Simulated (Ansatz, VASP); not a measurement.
# Two plane-wave programs on CS2

```
S C
1.0
     3.64579   -2.99431    0.00000
     3.64579    2.99431    0.00000
     0.00000    0.00000    9.85126
S C
4 2
Direct
  0.18152 0.81848 0.88687
  0.31848 0.68152 0.38687
  0.68152 0.31848 0.61313
  0.81848 0.18152 0.11313
  0.50000 0.50000 0.50000
  0.00000 0.00000 0.00000
```

Alike in both runs: task relaxation of cell and atoms; functional LDA; k mesh 6 × 6 × 3; occupations fermi-dirac, width 0.05 eV; no spin polarisation.

|  | VASP | Ansatz |
| --- | --- | --- |
| version | VASP 6.6.1 | Ansatz 0.2.0 |
| potentials or method | VASP PAW LDA potentials, release 64 (S, C) | Ansatz PAW |
| plane-wave cutoff (eV) | 600 | 420 |
| valence electrons in the cell | 32 | 32 |

```csv
,VASP,Ansatz,Ansatz less VASP
"gap on the k mesh at the Fermi level, each at its own relaxed structure (eV)",2.33,2.27,-0.066
relaxed volume (Å³/atom),21.87,21.90,+0.026
relaxed length of the cell vector where the two differ most in proportion (Å),8.718,8.916,+0.1985
```

LDA's correlation is that of Perdew and Zunger in VASP and of Perdew and Wang (1992) in Ansatz.

Noted on VASP's run: the volume moved by over 15 % at a fixed basis, so the end points are rough. Noted on Ansatz's run: the volume moved by over 15 % at a fixed basis, so the end points are rough; odd divisions of the mesh miss points on the zone boundary, where band edges often lie, so the gap on the mesh can be too wide; the plane-wave basis is chosen anew once the cell has moved, so the energies of steps on either side of that aren't comparable.
